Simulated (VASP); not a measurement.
A run of VASP 6.6.1 is set up as follows.

The input INCAR:

```
SYSTEM = Zn3Se2S
PREC = Accurate
ENCUT = 520
EDIFF = 1E-7
ISMEAR = 0
SIGMA = 0.02
LREAL = .False.
LASPH = .True.
NELM = 60
ALGO = Normal
ISIF = 2
LWAVE = .False.
LCHARG = .True.
GGA = PE
LELF = .True.
LVHAR = .True.
NBANDS = 36
```

The input KPOINTS:

```
Automatic mesh
0
Gamma
  12 12 4
  0 0 0
```

File POSCAR:

```
Zn3Se2S
1.0
    3.8176610398      0.0000000276      0.0000000000
   -1.9088305439      3.3061914297      0.0000000000
    0.0000000000      0.0000000000      9.3682492615
Zn Se S
3 2 1
Direct
    0.0000000000      0.0000000000      0.9893390179
    0.6666666667      0.3333333333      0.3328147830
    0.3333333333      0.6666666667      0.6772561357
    0.6666666667      0.3333333333      0.0800661664
    0.3333333333      0.6666666667      0.4228950762
    0.0000000000      0.0000000000      0.7476278207
```

Potentials or basis: VASP PAW PBE potentials, release 64 (Zn, Se, S).

Command:

```bash
$ cat potpaw_PBE.64/Zn/POTCAR potpaw_PBE.64/Se/POTCAR potpaw_PBE.64/S/POTCAR > POTCAR
$ mpirun -np 1 vasp_std > vasp.out
```

Predict the largest force.

0.010 eV/Å.

What does it give for the pressure?

10.6 GPa.

Predict the band gap on the k mesh.

1.74 eV, direct.

Forces on the atoms (eV/Å):
```
Zn   0.000  0.000 -0.008
Zn   0.000  0.000  0.000
Zn   0.000  0.000  0.010
Se   0.000  0.000 -0.001
Se   0.000  0.000  0.004
S    0.000  0.000 -0.005
```

 A k mesh can miss the band edges.
